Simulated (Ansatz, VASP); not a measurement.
## Cu: VASP beside Ansatz

```
Cu
1.0
     0.00000    1.75098    1.92608
     1.75098    0.00000    1.92608
     1.75098    1.75098    0.00000
Cu
1
Direct
  0.00000 0.00000 0.00000
```

Alike in both runs: task single point; functional PBE; k mesh 24 × 24 × 24; occupations gaussian, width 0.15 eV; no spin polarisation.

```csv
,VASP,Ansatz
version,VASP 6.6.1,Ansatz 0.2.0
potentials or method,"VASP PAW PBE potentials, release 64 (Cu), cutoff 520 eV","scalar-relativistic, plane waves, PAW"
valence electrons in the cell,11,19
```

```tsv
	VASP	Ansatz	Ansatz less VASP
gap on the k mesh at the Fermi level (eV)	none	none	-
pressure (GPa)	2.9	2.2	-0.75
traceless stress, the component that is largest in VASP (GPa)	-5.14	-5.16	-0.016
```

A gap of «none» marks a metal or a gap that the smearing closes. With one functional, cell and mesh, what is left measures potentials, basis and numerics. VASP's potentials hold 11 valence electrons a cell and Ansatz's 19, so a difference there can come from the potentials and not from the codes.
